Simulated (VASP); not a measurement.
# Cd (Fm-3m) in VASP: a series of runs

Cd is run at these levels: RPBE+D3(BJ), RPBE+D4; tasks: phonons, elastic constants.

Program: VASP 6.6.1. These are calculated values, not measurements. Logs are shortened: lines on timing, memory, paths and dates and some standing lists are left out, and cuts for length are marked.

**1. The cell of the first run**

It takes space group Fm-3m (No. 225, cubic). Conventional cell: a = 4.436 Å, b = 4.436 Å, c = 4.436 Å, α = 90.00°, β = 90.00°, γ = 90.00°. Within 4.1 Å of Cd (site symmetry m-3m) lie 12 Cd at 3.14 Å.

This isn't the form of Cd at room conditions, which is hcp.

**2. Phonons, RPBE+D3(BJ)**

Input file INCAR:

```
SYSTEM = Cd
  ALGO = Normal
  EDIFF = 1E-8
  ENCUT = 500
  GGA = RP
  GGA_COMPAT = .False.
  IBRION = 6
  ISIF = 2
  ISMEAR = 1
  IVDW = 12
  LASPH = .True.
  LCHARG = .False.
  LREAL = .False.
  LWAVE = .False.
  NELM = 120
  NFREE = 2
  NSW = 1
  POTIM = 0.015
  PREC = Accurate
  SIGMA = 0.15
```

Input file KPOINTS:

```
k-points
0
Gamma
  8 8 8
  0 0 0
```

Input file POSCAR:

```
Cd
1.0
    0.0000000000      2.2181497500      2.2181497500
    2.2181497500      0.0000000000      2.2181497500
    2.2181497500      2.2181497500      0.0000000000
Cd
1
Direct
    0.0000000000      0.0000000000      0.0000000000
```

Potentials or basis: VASP PAW PBE potentials, release 64 (Cd).

On the command line:

```sh
> cat potpaw_PBE.64/Cd/POTCAR > POTCAR
> mpirun -np 1 vasp_std > vasp.out
```

OUTCAR:

```text
SYSTEM = Cd
   EDIFF = 1E-8
   ENCUT = 500
   GGA = RP
   IBRION = 6
   ISIF = 2
   ISMEAR = 1
   IVDW = 12
   LASPH = .True.
   LREAL = .False.
   NELM = 120
   NFREE = 2
   NSW = 1
   POTIM = 0.015
   PREC = Accurate
 IVDW          = 12

 ion  position               nearest neighbor table
   1  0.000  0.000  0.000-

  LATTYP: Found a face centered cubic cell.
 ALAT       =     4.4362995000

  Lattice vectors:

 A1 = (   0.0000000000,   2.2181497500,   2.2181497500)
 A2 = (   2.2181497500,   0.0000000000,   2.2181497500)
 A3 = (   2.2181497500,   2.2181497500,   0.0000000000)

Analysis of symmetry for initial positions (statically):
=====================================================================
 Subroutine PRICEL returns:
 Original cell was already a primitive cell.

 Routine SETGRP: Setting up the symmetry group for a
 face centered cubic supercell.

 Subroutine GETGRP returns: Found 48 space group operations
 (whereof 48 operations were pure point group operations)
 out of a pool of 48 trial point group operations.

The static configuration has the point symmetry O_h .

Analysis of symmetry for dynamics (positions and initial velocities):
=====================================================================
 Subroutine PRICEL returns:
 Original cell was already a primitive cell.

 Routine SETGRP: Setting up the symmetry group for a
 face centered cubic supercell.

 Subroutine GETGRP returns: Found 48 space group operations
 (whereof 48 operations were pure point group operations)
 out of a pool of 48 trial point group operations.

The dynamic configuration has the point symmetry O_h .

 Subroutine INISYM returns: Found 48 space group operations
 (whereof 48 operations are pure point group operations),
 and found     1 'primitive' translations

----------------------------------------------------------------------------------------

                                     Primitive cell

  volume of cell :      21.8274

  direct lattice vectors                    reciprocal lattice vectors
     0.000000000  2.218149750  2.218149750    -0.225413095  0.225413095  0.225413095
     2.218149750  0.000000000  2.218149750     0.225413095 -0.225413095  0.225413095
     2.218149750  2.218149750  0.000000000     0.225413095  0.225413095 -0.225413095

  length of vectors
     3.136937460  3.136937460  3.136937460     0.390426933  0.390426933  0.390426933

  position of ions in fractional coordinates (direct lattice)
     0.000000000  0.000000000  0.000000000

  ion indices of the primitive-cell ions
   primitive index   ion index
                 1           1

----------------------------------------------------------------------------------------

 KPOINTS: k-points

Automatic generation of k-mesh.
 Grid dimensions read from file:
 generate k-points for:    8    8    8

 Generating k-lattice:

  Cartesian coordinates                     Fractional coordinates (reciprocal lattice)
    -0.028176637  0.028176637  0.028176637     0.125000000  0.000000000  0.000000000
     0.028176637 -0.028176637  0.028176637     0.000000000  0.125000000  0.000000000
     0.028176637  0.028176637 -0.028176637     0.000000000  0.000000000  0.125000000

  Length of vectors
     0.048803367  0.048803367  0.048803367

  Shift w.r.t. Gamma in fractional coordinates (k-lattice)
     0.000000000  0.000000000  0.000000000

 Subroutine IBZKPT returns following result:
 ===========================================

 Found     29 irreducible k-points:

 Following reciprocal coordinates:
            Coordinates               Weight
  0.000000  0.000000  0.000000      1.000000
  0.125000  0.000000  0.000000      8.000000
  0.250000  0.000000  0.000000      8.000000
  0.375000  0.000000  0.000000      8.000000
  0.500000  0.000000  0.000000      4.000000
  0.125000  0.125000  0.000000      6.000000
[... 16 lines left out ...]
  0.500000  0.250000  0.125000     48.000000
 -0.375000  0.250000  0.125000     24.000000
 [... further k-points ...]
   k-points           NKPTS =     29   k-points in BZ     NKDIM =     29   number of bands    NBANDS=     10
   number of dos      NEDOS =    301   number of ions     NIONS =      1
   total plane-waves  NPLWV =  13824
   dimension x,y,z NGX =    24 NGY =   24 NGZ =   24
   dimension x,y,z NGXF=    48 NGYF=   48 NGZF=   48
   ions per type =               1
   NGX,Y,Z   is equivalent  to a cutoff of  12.72, 12.72, 12.72 a.u.
   NGXF,Y,Z  is equivalent  to a cutoff of  25.44, 25.44, 25.44 a.u.
 SYSTEM =  Cd
   PREC   = accura    normal or accurate (medium, high low for compatibility)
   ISTART =      0    job   : 0-new  1-cont  2-samecut
   ICHARG =      2    charge: 1-file 2-atom 10-const
   ISPIN  =      1    spin polarized calculation?
   LNONCOLLINEAR =      F non collinear calculations
   LSORBIT =      F    spin-orbit coupling
   LASPH  =      T    aspherical Exc in radial PAW
   ENCUT  =  500.0 eV  36.75 Ry    6.06 a.u.   5.72  5.72  5.72*2*pi/ulx,y,z
   NELM   =    120;   NELMIN=  2; NELMDL= -5     # of ELM steps
   EDIFF  = 0.1E-07   stopping-criterion for ELM
   LREAL  =      F    real-space projection
   EDIFFG = 0.1E-06   stopping-criterion for IOM
   NSW    =     49    number of steps for IOM
   IBRION =      6    ionic relax: 0-MD 1-quasi-New 2-CG
   NFREE  =      2    steps in history (QN), initial steepest desc. (CG)
   ISIF   =      2    stress and relaxation
   ISYM   =      2    0-nonsym 1-usesym 2-fastsym
   POTIM  = 0.0150    time-step for ionic-motion
   TEBEG  =    0.0;   TEEND  =   0.0 temperature during run
   PSTRESS=    0.0 pullay stress
   NELECT =      12.0000    total number of electrons
   NUPDOWN=      -1.0000    fix difference up-down
   EMIN   =  10.00;   EMAX   =-10.00  energy-range for DOS
   EFERMI =   0.00;   METHOD = LEGACY
   ISMEAR =     1;   SIGMA  =   0.15  broadening in eV -4-tet -1-fermi 0-gaus
   EFERMI_NEDOS =   21; number of points for ismear=-14 and -15
   IALGO  =     38    algorithm
   IMIX   =      4    mixing-type and parameters
     AMIX     =   0.40;   BMIX     =  1.00
     AMIX_MAG =   1.60;   BMIX_MAG =  1.00
  volume/ion in A,a.u.               =      21.83       147.30
  Fermi-wavevector in a.u.,A,eV,Ry     =   1.341120  2.534350 24.471486  1.798604
  Thomas-Fermi vector in A             =   2.469379
   LORBIT       =      0    0 simple, 1 ext, 2 COOP (PROOUT), +10 PAW based schemes
   GGA     = RP    functional components
   LHFCALC =     F    Hartree Fock is set to
   AEXX    =    0.0000 exact exchange contribution
   IVDW    =    12    specifies the selected vdW correction
   LEPSILON=     F    determine dielectric tensor
   LRPA    =     F    only Hartree local field effects (RPA)
 finite differences with symmetry
 non-spin polarized calculation
 Methfessel and Paxton  Order N= 1 SIGMA  =   0.15
  energy-cutoff  :      500.00
  volume of cell :       21.83
 maximum number of plane-waves:       568
   NGX = 11   NGY = 11   NGZ = 11

--------------------------------------- Ionic step        1  -------------------------------------------

 number of electron      12.0000003 magnetization

 Free energy of the ion-electron system (eV)
  ---------------------------------------------------
  ext. energy  EPLUGINS =         0.00000000
  ---------------------------------------------------
  free energy    TOTEN  =        -0.31336585 eV

  energy without entropy =       -0.31239706  energy(sigma->0) =       -0.31304292

------------------------ aborting loop because EDIFF is reached ----------------------------------------

 Edisp (eV)   -2.08818

 E8    (eV) :    -1.3583
[... 69 lines left out ...]
--------------------------------------- Ionic step        3  -------------------------------------------

 number of electron      12.0000002 magnetization

 Free energy of the ion-electron system (eV)
  ---------------------------------------------------
  ext. energy  EPLUGINS =         0.00000000
  ---------------------------------------------------
  free energy    TOTEN  =        -0.31336418 eV

  energy without entropy =       -0.31239539  energy(sigma->0) =       -0.31304125

 E-fermi :   2.6904     XC(G=0): -10.8621

 val. band max:        2.5885284499   @ k =  -0.3750   0.3750   0.1250
 cond. band min:       2.7536323976   @ k =   0.5000   0.1250   0.0000
 fundamental gap:      0.1651039477
 Fermi energy:         2.6903653102

 k-point     1 :       0.0000    0.0000    0.0000
  band No.  band energies     occupation
      1      -6.1927      2.00000
      2      -6.1927      2.00000
      3      -6.1927      2.00000
      4      -5.7861      2.00000
      5      -5.7420      2.00000
      6      -5.7420      2.00000
      7      16.8351      0.00000
      8      17.9814      0.00000
      9      17.9814      0.00000
     10      17.9814      0.00000
[... 287 lines left out ...]
 k-point    24 :      -0.3750    0.2500    0.1250
  band No.  band energies     occupation
      1      -6.4192      2.00000
      2      -6.3157      2.00000
      3      -5.8854      2.00000
      4      -5.8118      2.00000
      5      -5.3997      2.00000
      6       2.1678      2.00001
      7       2.3772      2.01192
      8      10.2765      0.00000
      9      10.9921      0.00000
     10      17.1863      0.00000

 [... further k-points ...]

------------------------ aborting loop because EDIFF is reached ----------------------------------------

 Edisp (eV)   -2.08818

 E8    (eV) :    -1.3583
[... 24 lines left out ...]
  FREE ENERGIE OF THE ION-ELECTRON SYSTEM (eV)
  ---------------------------------------------------
  free  energy   TOTEN  =        -2.4015478234 eV

  energy  without entropy=       -2.4005790285  energy(sigma->0) =       -2.40122489

 INTERNAL STRAIN TENSORS FROM DISPLACED ATOMS
 ============================================

 INTERNAL STRAIN TENSOR FOR ION    1 for displacements in x,y,z  (eV/Angst):
          X           Y           Z          XY          YZ          ZX
  --------------------------------------------------------------------------------
  x     0.00000     0.00000     0.00000     0.00000     0.00000     0.00000
  y     0.00000     0.00000     0.00000     0.00000     0.00000     0.00000
  z     0.00000     0.00000     0.00000     0.00000     0.00000     0.00000

 Eigenvectors and eigenvalues of the dynamical matrix
 ----------------------------------------------------

   1 f  =    0.000000 THz     0.000000 2PiTHz    0.000000 cm-1     0.000000 meV
             X         Y         Z           dx          dy          dz
      0.000000  0.000000  0.000000     0.990992   -0.133918    0.000000

   2 f  =    0.000000 THz     0.000000 2PiTHz    0.000000 cm-1     0.000000 meV
             X         Y         Z           dx          dy          dz
      0.000000  0.000000  0.000000    -0.133918   -0.990992    0.000000

   3 f  =    0.000000 THz     0.000000 2PiTHz    0.000000 cm-1     0.000000 meV
             X         Y         Z           dx          dy          dz
      0.000000  0.000000  0.000000     0.000000    0.000000    1.000000

 ELASTIC MODULI CONTR FROM IONIC RELAXATION (kBar)
 Direction    XX          YY          ZZ          XY          YZ          ZX
 --------------------------------------------------------------------------------
 XX           0.0000      0.0000      0.0000      0.0000      0.0000      0.0000
 YY           0.0000      0.0000      0.0000      0.0000      0.0000      0.0000
 ZZ           0.0000      0.0000      0.0000      0.0000      0.0000      0.0000
 XY           0.0000      0.0000      0.0000      0.0000      0.0000      0.0000
 YZ           0.0000      0.0000      0.0000      0.0000      0.0000      0.0000
 ZX           0.0000      0.0000      0.0000      0.0000      0.0000      0.0000
 --------------------------------------------------------------------------------
```

Wall time 20 s (1 thread of Intel Xeon 8259CL, shared host); peak memory 0.15 GiB.

What came out:

* Dispersion energy per atom: -2.088 eV

Caveat: the cell stands under pressure or tension, which shifts response properties; the PAW data sets were made with another functional, which shifts forces and pressure a little.

**3. Elastic constants, RPBE+D4**

Input file INCAR:

```
SYSTEM = Cd
ALGO     = Normal         ! electronic algorithm
EDIFF    = 1E-8           ! SCF threshold, eV
ENCUT    = 500            ! plane-wave cutoff, eV
GGA      = RP             ! functional
GGA_COMPAT= .False.      
IBRION   = 6              ! ionic algorithm
ISIF     = 3              ! what is computed and relaxed
ISMEAR   = -1             ! smearing method
IVDW     = 13             ! dispersion correction
LASPH    = .True.         ! aspherical terms in the spheres
LCHARG   = .False.        ! write CHGCAR
LREAL    = .False.        ! projectors in reciprocal space
LWAVE    = .False.        ! write WAVECAR
NELM     = 120            ! most SCF steps
NFREE    = 2            
NSW      = 1              ! ionic steps
POTIM    = 0.015          ! step
PREC     = Accurate       ! precision mode
SIGMA    = 0.15           ! smearing width, eV
```

Input file KPOINTS:

```
k-points
0
Gamma
  7 7 7
  0 0 0
```

POSCAR is that of step 2.

Potentials or basis: VASP PAW PBE potentials, release 64 (Cd).

On the command line:

```sh
> cat potpaw_PBE.64/Cd/POTCAR > POTCAR
> mpirun -np 1 vasp_std > vasp.out
```

OUTCAR:

```text
SYSTEM = Cd
   EDIFF = 1E-8
   ENCUT = 500
   GGA = RP
   IBRION = 6
   ISIF = 3
   ISMEAR = -1
   IVDW = 13
   LASPH = .True.
   LREAL = .False.
   NELM = 120
   NFREE = 2
   NSW = 1
   POTIM = 0.015
   PREC = Accurate

 ion  position               nearest neighbor table
   1  0.000  0.000  0.000-

  LATTYP: Found a face centered cubic cell.
 ALAT       =     4.4362995000

  Lattice vectors:

 A1 = (   0.0000000000,   2.2181497500,   2.2181497500)
 A2 = (   2.2181497500,   0.0000000000,   2.2181497500)
 A3 = (   2.2181497500,   2.2181497500,   0.0000000000)

[... 682 lines left out ...]
  x    -0.00000    -0.00000     0.00000     0.00000     0.00000    -0.00000
  y    -0.00000    -0.00000    -0.00000    -0.00000    -0.00000    -0.00000
  z     0.00000     0.00000    -0.00000     0.00000    -0.00000     0.00000

 INTERNAL STRAIN TENSORS FROM DISPLACED ATOMS
 ============================================

 INTERNAL STRAIN TENSOR FOR ION    1 for displacements in x,y,z  (eV/Angst):
          X           Y           Z          XY          YZ          ZX
  --------------------------------------------------------------------------------
  x     0.00000     0.00000     0.00000     0.00000     0.00000     0.00000
  y     0.00000     0.00000     0.00000     0.00000     0.00000     0.00000
  z     0.00000     0.00000     0.00000     0.00000     0.00000     0.00000

 Eigenvectors and eigenvalues of the dynamical matrix
 ----------------------------------------------------

   1 f/i=    0.000000 THz     0.000000 2PiTHz    0.000000 cm-1     0.000000 meV
             X         Y         Z           dx          dy          dz
      0.000000  0.000000  0.000000     0.607450   -0.794358    0.000000

   2 f/i=    0.000000 THz     0.000000 2PiTHz    0.000000 cm-1     0.000000 meV
             X         Y         Z           dx          dy          dz
      0.000000  0.000000  0.000000    -0.794358   -0.607450    0.000000

   3 f/i=    0.000000 THz     0.000000 2PiTHz    0.000000 cm-1     0.000000 meV
             X         Y         Z           dx          dy          dz
      0.000000  0.000000  0.000000     0.000000    0.000000    1.000000

--------------------------------------------------------------------------------------------------------

 ELASTIC MODULI CONTR FROM IONIC RELAXATION (kBar)
 Direction    XX          YY          ZZ          XY          YZ          ZX
 --------------------------------------------------------------------------------
 XX           0.0000      0.0000      0.0000      0.0000      0.0000      0.0000
 YY           0.0000      0.0000      0.0000      0.0000      0.0000      0.0000
 ZZ           0.0000      0.0000      0.0000      0.0000      0.0000      0.0000
 XY           0.0000      0.0000      0.0000      0.0000      0.0000      0.0000
 YZ           0.0000      0.0000      0.0000      0.0000      0.0000      0.0000
 ZX           0.0000      0.0000      0.0000      0.0000      0.0000      0.0000
 --------------------------------------------------------------------------------

 TOTAL ELASTIC MODULI (kBar)
 Direction    XX          YY          ZZ          XY          YZ          ZX
 --------------------------------------------------------------------------------
 XX        1088.3805    226.1628    226.1628     -0.0000      0.0000      0.0000
 YY         226.1628   1088.3805    226.1628      0.0000      0.0000      0.0000
 ZZ         226.1628    226.1628   1088.3805      0.0000      0.0000     -0.0000
 XY          -0.0000      0.0000      0.0000    383.1351      0.0000      0.0000
 YZ           0.0000      0.0000      0.0000      0.0000    383.1351     -0.0000
 ZX           0.0000      0.0000     -0.0000      0.0000     -0.0000    383.1351
 --------------------------------------------------------------------------------
```

stdout:

```text
POSCAR found type information on POSCAR Cd
 POSCAR found :  1 types and       1 ions
 scaLAPACK will be used
 -----------------------------------------------------------------------------
|                                                                             |
|                                                                             |
|     You enforced a specific xc type in the INCAR file but a different       |
|     I HOPE YOU KNOW WHAT YOU ARE DOING!                                     |
|                                                                             |
 -----------------------------------------------------------------------------

 LDA part: xc-table for (Slater+PW92), standard interpolation
 POSCAR, INCAR and KPOINTS ok, starting setup
 FFT: planning ... GRIDC
 FFT: planning ... GRID_SOFT
 FFT: planning ... GRID
 WAVECAR not read
 entering main loop
 Found     1 degrees of freedom:
 Adding 6 more for cell shape distortion
 Finite differences POTIM= 0.01500 DOF=   7
 bond charge predicted
 Finite differences progress:
 bond charge predicted
 Finite differences progress:
 bond charge predicted
 Finite differences progress:
 bond charge predicted
 Finite differences progress:
 bond charge predicted
 Finite differences progress:
 bond charge predicted
 Finite differences progress:
 bond charge predicted
 Finite differences progress:
 bond charge predicted
 Finite differences progress:
 bond charge predicted
 Finite differences progress:
 bond charge predicted
 Finite differences progress:
 bond charge predicted
 Finite differences progress:
 bond charge predicted
 Finite differences progress:
 bond charge predicted
 Finite differences progress:
 bond charge predicted
 Finite differences progress:
```

It took 52 s on 1 thread of Intel Xeon 6975P-C (Granite Rapids), shared host; peak memory 0.17 GiB.

Results:

```
Elastic constants C11, C12, C44 : 109, 23, 38 GPa
Voigt bulk modulus              : 51 GPa
Dispersion energy per atom      : -0.787 eV
```

Elastic tensor in Voigt notation (GPa, in the Cartesian axes of the cell as first typed):
```
109  23  23   0   0   0
 23 109  23   0   0   0
 23  23 109   0   0   0
  0   0   0  38   0   0
  0   0   0   0  38   0
  0   0   0   0   0  38
```

Clamped-ion elastic tensor (GPa):
```
109  23  23   0   0   0
 23 109  23   0   0   0
 23  23 109   0   0   0
  0   0   0  38   0   0
  0   0   0   0  38   0
  0   0   0   0   0  38
```

Caveat: the PAW data sets were made with another functional, which shifts forces and pressure a little.
